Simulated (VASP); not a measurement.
Here is a VASP 6.6.1 calculation.

File POSCAR:

```
MnS
1.0
    0.0000000000      2.5219750179      2.5219750179
    2.5219750179      0.0000000000      2.5219750179
    2.5219750179      2.5219750179      0.0000000000
Mn S
1 1
Direct
    0.0000000000      0.0000000000      0.0000000000
    0.7500000000      0.7500000000      0.7500000000
```

The input INCAR.step1:

```
  PREC = Accurate
  ENCUT = 520
  ISMEAR = -1
  SIGMA = 0.05
  LREAL = F
  LASPH = T
  NELM = 150
  ISPIN = 2
  MAGMOM = 4 0
  LMAXMIX = 4
  NBANDS = 20
  GGA = PE
  ALGO = Normal
  EDIFF = 1E-4
  LWAVE = T
  LCHARG = F
```

File INCAR.step2:

```
  PREC = Accurate
  ENCUT = 520
  EDIFF = 1E-6
  ISMEAR = -1
  SIGMA = 0.05
  LREAL = F
  LASPH = T
  NELM = 150
  ALGO = Normal
  ISIF = 2
  LWAVE = F
  LCHARG = F
  ISPIN = 2
  MAGMOM = 4 0
  LORBIT = 11
  LMAXMIX = 4
  METAGGA = R2SCAN
  LMIXTAU = T
  NBANDS = 20
  ISTART = 1
```

File KPOINTS:

```
regular mesh
0
Gamma
  9 9 9
```

Potentials or basis: VASP PAW PBE potentials, release 64 (Mn_pv, S).

The run is started by

```console
$ cat potpaw_PBE.64/Mn_pv/POTCAR potpaw_PBE.64/S/POTCAR > POTCAR
$ cp INCAR.step1 INCAR
$ mpirun -np 1 vasp_std > vasp.out
$ cp INCAR.step2 INCAR
$ mpirun -np 1 vasp_std > vasp.out
```

Q: What does it give for the net moment?

A: -0.90 μB per cell.

Q: Predict the site moments.

A: Mn -0.92; S +0.05 μB.

Q: What does it give for the pressure?

A: -5.1 GPa.

Caveat: the cell stands under tension; the PAW data sets were made with another functional, which shifts forces and pressure a little; a cell with one magnetic atom can't hold antiferromagnetic order, which such compounds often take.
